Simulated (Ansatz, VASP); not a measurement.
Mo in VASP and in Ansatz

```xyz
1
Lattice="-1.5873 1.5873 1.5873 1.5873 -1.5873 1.5873 1.5873 1.5873 -1.5873" Properties=species:S:1:pos:R:3 pbc="T T T"
Mo    0.0000    0.0000    0.0000
```

Alike in both runs: task single point; functional PBE; k mesh 10 × 10 × 10; occupations methfessel-paxton of order 1, width 0.02 eV; no spin polarisation.

|  | VASP | Ansatz |
| --- | --- | --- |
| version | VASP 6.6.1 | Ansatz 0.2.0 |
| potentials or method | VASP PAW PBE potentials, release 64 (Mo_sv), cutoff 500 eV | plane waves, PAW |
| valence electrons in the cell | 14 | 14 |

Ansatz gave:

| Quantity | Value |
| --- | --- |
| pressure (GPa) | -4.0 |

Q: Estimate VASP's values.

A: Pressure (GPa): -3.5.
